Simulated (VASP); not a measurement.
# HfC (CsCl type) (Pm-3m) in VASP: a series of runs

The runs below take HfC (CsCl type) through relaxation of cell and atoms, single point, with PBE.

Program: VASP 6.6.1. These are calculated values, not measurements. Logs are shortened: lines on timing, memory, paths and dates and some standing lists are left out, and cuts for length are marked.

### 1 The cell of the first run

The structure is cubic, space group Pm-3m (No. 221). Conventional cell: a = 2.972 Å, b = 2.972 Å, c = 2.972 Å, α = 90.00°, β = 90.00°, γ = 90.00°. Hf (site symmetry m-3m) has 8 C at 2.57 Å and 6 Hf at 2.97 Å within 3.4 Å. C (site symmetry m-3m) has 8 Hf at 2.57 Å and 6 C at 2.97 Å within 3.4 Å.

### 2 Relaxation of cell and atoms, PBE

The input, INCAR:

```
SYSTEM = HfC
PREC = Accurate
ENCUT = 600
EDIFF = 1E-6
ISMEAR = -1
SIGMA = 0.08
LREAL = .False.
LASPH = .True.
NELM = 80
ALGO = Normal
ISIF = 3
LWAVE = .False.
LCHARG = .False.
GGA = PE
IBRION = 2
NSW = 60
EDIFFG = -0.005
```

The input, KPOINTS:

```
regular mesh
0
Gamma
  14 14 14
  0 0 0
```

The input, POSCAR:

```
HfC
1.0
    2.9718440398      0.0000000000      0.0000000000
    0.0000000000      2.9718440398      0.0000000000
    0.0000000000      0.0000000000      2.9718440398
Hf C
1 1
Direct
    0.0000000000      0.0000000000      0.0000000000
    0.5000000000      0.5000000000      0.5000000000
```

Potentials or basis: VASP PAW PBE potentials, release 64 (Hf_pv, C).

Command:

```bash
> cat potpaw_PBE.64/Hf_pv/POTCAR potpaw_PBE.64/C/POTCAR > POTCAR
> mpirun -np 1 vasp_std > vasp.out
```

OUTCAR:

```text
SYSTEM = HfC
   PREC = Accurate
   ENCUT = 600
   EDIFF = 1E-6
   ISMEAR = -1
   LREAL = .False.
   LASPH = .True.
   NELM = 80
   ISIF = 3
   GGA = PE
   IBRION = 2
   NSW = 60
   EDIFFG = -0.005

 ion  position               nearest neighbor table
   1  0.000  0.000  0.000-   2 2.57   2 2.57   2 2.57   2 2.57   2 2.57   2 2.57   2 2.57   2 2.57

   2  0.500  0.500  0.500-   1 2.57   1 2.57   1 2.57   1 2.57   1 2.57   1 2.57   1 2.57   1 2.57

  LATTYP: Found a simple cubic cell.
 ALAT       =     2.9718440398

  Lattice vectors:

 A1 = (   2.9718440398,   0.0000000000,   0.0000000000)
 A2 = (   0.0000000000,   2.9718440398,   0.0000000000)
 A3 = (   0.0000000000,   0.0000000000,   2.9718440398)

Analysis of symmetry for initial positions (statically):
=====================================================================
 Subroutine PRICEL returns:
 Original cell was already a primitive cell.

 Routine SETGRP: Setting up the symmetry group for a
 simple cubic supercell.

 Subroutine GETGRP returns: Found 48 space group operations
 (whereof 48 operations were pure point group operations)
 out of a pool of 48 trial point group operations.

The static configuration has the point symmetry O_h .

Analysis of symmetry for dynamics (positions and initial velocities):
=====================================================================
 Subroutine PRICEL returns:
 Original cell was already a primitive cell.

 Routine SETGRP: Setting up the symmetry group for a
 simple cubic supercell.

 Subroutine GETGRP returns: Found 48 space group operations
 (whereof 48 operations were pure point group operations)
 out of a pool of 48 trial point group operations.

The dynamic configuration has the point symmetry O_h .

 Subroutine INISYM returns: Found 48 space group operations
 (whereof 48 operations are pure point group operations),
 and found     1 'primitive' translations

----------------------------------------------------------------------------------------

                                     Primitive cell

  volume of cell :      26.2469

  direct lattice vectors                    reciprocal lattice vectors
     2.971844040  0.000000000  0.000000000     0.336491413  0.000000000  0.000000000
     0.000000000  2.971844040  0.000000000     0.000000000  0.336491413  0.000000000
     0.000000000  0.000000000  2.971844040     0.000000000  0.000000000  0.336491413

  length of vectors
     2.971844040  2.971844040  2.971844040     0.336491413  0.336491413  0.336491413

  position of ions in fractional coordinates (direct lattice)
     0.000000000  0.000000000  0.000000000
     0.500000000  0.500000000  0.500000000

  ion indices of the primitive-cell ions
   primitive index   ion index
                 1           1
                 2           2

----------------------------------------------------------------------------------------

 KPOINTS: regular mesh

Automatic generation of k-mesh.
 Grid dimensions read from file:
 generate k-points for:   14   14   14

 Generating k-lattice:

  Cartesian coordinates                     Fractional coordinates (reciprocal lattice)
     0.024035101  0.000000000  0.000000000     0.071428571  0.000000000  0.000000000
     0.000000000  0.024035101  0.000000000     0.000000000  0.071428571  0.000000000
     0.000000000  0.000000000  0.024035101     0.000000000  0.000000000  0.071428571

  Length of vectors
     0.024035101  0.024035101  0.024035101

  Shift w.r.t. Gamma in fractional coordinates (k-lattice)
     0.000000000  0.000000000  0.000000000

 Subroutine IBZKPT returns following result:
 ===========================================

 Found    120 irreducible k-points:

 Following reciprocal coordinates:
            Coordinates               Weight
  0.000000  0.000000  0.000000      1.000000
  0.071429  0.000000  0.000000      6.000000
  0.142857  0.000000  0.000000      6.000000
  0.214286  0.000000  0.000000      6.000000
  0.285714  0.000000  0.000000      6.000000
  0.357143  0.000000  0.000000      6.000000
[... 16 lines left out ...]
  0.285714  0.214286  0.000000     24.000000
  0.357143  0.214286  0.000000     24.000000
 [... further k-points ...]
   k-points           NKPTS =    120   k-points in BZ     NKDIM =    120   number of bands    NBANDS=     11
   number of dos      NEDOS =    301   number of ions     NIONS =      2
   total plane-waves  NPLWV =  13824
   dimension x,y,z NGX =    24 NGY =   24 NGZ =   24
   dimension x,y,z NGXF=    48 NGYF=   48 NGZF=   48
   ions per type =               1   1
   NGX,Y,Z   is equivalent  to a cutoff of  13.43, 13.43, 13.43 a.u.
   NGXF,Y,Z  is equivalent  to a cutoff of  26.85, 26.85, 26.85 a.u.
 SYSTEM =  HfC
   PREC   = accura    normal or accurate (medium, high low for compatibility)
   ISTART =      0    job   : 0-new  1-cont  2-samecut
   ICHARG =      2    charge: 1-file 2-atom 10-const
   ISPIN  =      1    spin polarized calculation?
   LNONCOLLINEAR =      F non collinear calculations
   LSORBIT =      F    spin-orbit coupling
   LASPH  =      T    aspherical Exc in radial PAW
   ENCUT  =  600.0 eV  44.10 Ry    6.64 a.u.   5.94  5.94  5.94*2*pi/ulx,y,z
   NELM   =     80;   NELMIN=  2; NELMDL= -5     # of ELM steps
   EDIFF  = 0.1E-05   stopping-criterion for ELM
   LREAL  =      F    real-space projection
   EDIFFG = -.5E-02   stopping-criterion for IOM
   NSW    =     60    number of steps for IOM
   IBRION =      2    ionic relax: 0-MD 1-quasi-New 2-CG
   NFREE  =      1    steps in history (QN), initial steepest desc. (CG)
   ISIF   =      3    stress and relaxation
   ISYM   =      2    0-nonsym 1-usesym 2-fastsym
   POTIM  = 0.5000    time-step for ionic-motion
   TEBEG  =    0.0;   TEEND  =   0.0 temperature during run
   PSTRESS=    0.0 pullay stress
   NELECT =      14.0000    total number of electrons
   NUPDOWN=      -1.0000    fix difference up-down
   EMIN   =  10.00;   EMAX   =-10.00  energy-range for DOS
   EFERMI =   0.00;   METHOD = LEGACY
   ISMEAR =    -1;   SIGMA  =   0.08  broadening in eV -4-tet -1-fermi 0-gaus
   EFERMI_NEDOS =   21; number of points for ismear=-14 and -15
   IALGO  =     38    algorithm
   IMIX   =      4    mixing-type and parameters
     AMIX     =   0.40;   BMIX     =  1.00
     AMIX_MAG =   1.60;   BMIX_MAG =  1.00
  volume/ion in A,a.u.               =      13.12        88.56
  Fermi-wavevector in a.u.,A,eV,Ry     =   1.327674  2.508940 23.983243  1.762719
  Thomas-Fermi vector in A             =   2.456969
   LORBIT       =      0    0 simple, 1 ext, 2 COOP (PROOUT), +10 PAW based schemes
   GGA     = PE    functional components
   LHFCALC =     F    Hartree Fock is set to
   AEXX    =    0.0000 exact exchange contribution
   IVDW    =     0    specifies the selected vdW correction
   LEPSILON=     F    determine dielectric tensor
   LRPA    =     F    only Hartree local field effects (RPA)
 conjugate gradient relaxation of ions
 non-spin polarized calculation
  energy-cutoff  :      600.00
  volume of cell :       26.25
 maximum number of plane-waves:       912
 NGX is ok and might be reduce to    24
   NGX = 11   NGY = 11   NGZ = 11

--------------------------------------- Ionic step        1  -------------------------------------------

 number of electron      13.9999998 magnetization

 Free energy of the ion-electron system (eV)
  ---------------------------------------------------
  ext. energy  EPLUGINS =         0.00000000
  ---------------------------------------------------
  free energy    TOTEN  =       -18.27101666 eV

  energy without entropy =      -18.22691273  energy(sigma->0) =      -18.24896469

------------------------ aborting loop because EDIFF is reached ----------------------------------------

  FORCE on cell =-STRESS in cart. coord.  units (eV):
  Direction    XX          YY          ZZ          XY          YZ          ZX
  --------------------------------------------------------------------------------------
  -------------------------------------------------------------------------------------
  Total       -2.2642418     -2.2642418     -2.2642418      0.0000000      0.0000000      0.0000000
  in kB     -138.2150504   -138.2150504   -138.2150504      0.0000000      0.0000000      0.0000000
  external PRESSURE =    -138.2150504 kB  Pullay stress =       0.0000000 kB

 VOLUME and BASIS-vectors are now :
 -----------------------------------------------------------------------------
  energy-cutoff  :      600.00
  volume of cell :       26.25
      direct lattice vectors                 reciprocal lattice vectors
     2.971844040  0.000000000  0.000000000     0.336491413  0.000000000  0.000000000
     0.000000000  2.971844040  0.000000000     0.000000000  0.336491413  0.000000000
     0.000000000  0.000000000  2.971844040     0.000000000  0.000000000  0.336491413
[... 73 lines left out ...]
 POSITION                                       TOTAL-FORCE (eV/Angst)
 -----------------------------------------------------------------------------------
      0.00000      0.00000      0.00000        -0.000000      0.000000      0.000000
      1.44796      1.44796      1.44796         0.000000      0.000000      0.000000
 -----------------------------------------------------------------------------------
    total drift:                                0.000000      0.000000     -0.000000

  FREE ENERGIE OF THE ION-ELECTRON SYSTEM (eV)
  ---------------------------------------------------
  free  energy   TOTEN  =       -18.3631002229 eV

  energy  without entropy=      -18.3216011618  energy(sigma->0) =      -18.34235069

--------------------------------------- Ionic step        4  -------------------------------------------

 number of electron      14.0000001 magnetization

 Free energy of the ion-electron system (eV)
  ---------------------------------------------------
  ext. energy  EPLUGINS =         0.00000000
  ---------------------------------------------------
  free energy    TOTEN  =       -18.36313369 eV

  energy without entropy =      -18.32169030  energy(sigma->0) =      -18.34241199

 E-fermi :   6.6407     XC(G=0): -12.5711

 val. band max:        6.6367105975   @ k =   0.5000   0.3571   0.0714
 cond. band min:       6.6406914797   @ k =   0.5000   0.5000   0.1429
 fundamental gap:      0.0039808822
 Fermi energy:         6.6406586912

 k-point     1 :       0.0000    0.0000    0.0000
  band No.  band energies     occupation
      1     -23.3174      2.00000
      2     -23.3174      2.00000
      3     -23.3174      2.00000
      4      -6.1572      2.00000
      5       4.7265      2.00000
      6       4.7265      2.00000
      7       7.7226      0.00000
      8       7.7226      0.00000
      9       7.7226      0.00000
     10      12.8108      0.00000
     11      12.8108      0.00000

 k-point     2 :       0.0714    0.0000    0.0000
  band No.  band energies     occupation
      1     -23.3743      2.00000
      2     -23.3123      2.00000
      3     -23.3123      2.00000
      4      -6.0463      2.00000
      5       4.6559      2.00000
      6       4.7753      2.00000
      7       7.5868      0.00001
      8       7.5868      0.00001
      9       7.6609      0.00001
     10      12.8371      0.00000
     11      12.9209      0.00000
[... 295 lines left out ...]
 k-point    24 :       0.3571    0.2143    0.0000
  band No.  band energies     occupation
      1     -24.1252      2.00000
      2     -23.6382      2.00000
      3     -23.1974      2.00000
      4      -3.5825      2.00000
      5       1.8210      2.00000
      6       4.6172      2.00000
      7       6.4355      1.85711
      8       6.8472      0.14063
      9      11.2790      0.00000
     10      11.8197      0.00000
     11      12.6473      0.00000

 [... further k-points ...]

------------------------ aborting loop because EDIFF is reached ----------------------------------------

  FORCE on cell =-STRESS in cart. coord.  units (eV):
  Direction    XX          YY          ZZ          XY          YZ          ZX
  --------------------------------------------------------------------------------------
  -------------------------------------------------------------------------------------
  Total        0.0040594      0.0040594      0.0040594      0.0000000      0.0000000      0.0000000
  in kB        0.2682259      0.2682259      0.2682259      0.0000000      0.0000000      0.0000000
  external PRESSURE =       0.2682259 kB  Pullay stress =       0.0000000 kB

 VOLUME and BASIS-vectors are now :
 -----------------------------------------------------------------------------
  energy-cutoff  :      600.00
  volume of cell :       24.25
      direct lattice vectors                 reciprocal lattice vectors
     2.894391678  0.000000000  0.000000000     0.345495742 -0.000000000  0.000000000
     0.000000000  2.894391678  0.000000000    -0.000000000  0.345495742 -0.000000000
    -0.000000000  0.000000000  2.894391678    -0.000000000 -0.000000000  0.345495742

 POSITION                                       TOTAL-FORCE (eV/Angst)
 -----------------------------------------------------------------------------------
      0.00000      0.00000      0.00000         0.000000      0.000000      0.000000
      1.44720      1.44720      1.44720        -0.000000      0.000000      0.000000
 -----------------------------------------------------------------------------------
    total drift:                                0.000000      0.000000     -0.000000

  FREE ENERGIE OF THE ION-ELECTRON SYSTEM (eV)
  ---------------------------------------------------
  free  energy   TOTEN  =       -18.3631336887 eV

  energy  without entropy=      -18.3216902962  energy(sigma->0) =      -18.34241199

 reached required accuracy - stopping structural energy minimisation
```

It took 2.7 min on 1 thread of AMD EPYC 7R13, shared host; peak memory 0.16 GiB.

What came out:

```
Free energy                            : -18.3631 eV
Relaxed volume                         : 12.12 Å³/atom
Relaxed cell                           : a = 2.894 Å, b = 2.894 Å, c = 2.894 Å, α = 90.00°, β = 90.00°, γ = 90.00°
Space group after relaxing (to 0.05 Å) : Pm-3m (No. 221)
Energy gained by relaxing              : 46.1 meV/atom
Ionic steps                            : 4
Pressure after relaxing                : 0.0 GPa
Band gap on the k mesh                 : zero (band 7 reaches 7.72 eV, above the bottom of band 8 at 5.84 eV)
```

Step by step:
```tsv
step	energy change (eV)	largest force (eV/Å)	pressure (GPa)	volume (Å³)
1	0.0000	0.0000	-13.82	26.25
2	0.0400	0.0000	22.02	22.18
3	-0.0921	0.0000	-0.30	24.29
4	-0.0921	0.0000	0.03	24.25
```

Final structure:
```
Hf C
1.0
     2.89439    0.00000    0.00000
     0.00000    2.89439    0.00000
     0.00000    0.00000    2.89439
Hf C
1 1
Cartesian
  0.0000 0.0000 0.0000
  1.4472 1.4472 1.4472
```

Caveat: spin-orbit coupling is left out, which moves the levels of the heavy elements.

(Part 1 of 2 ends here.)
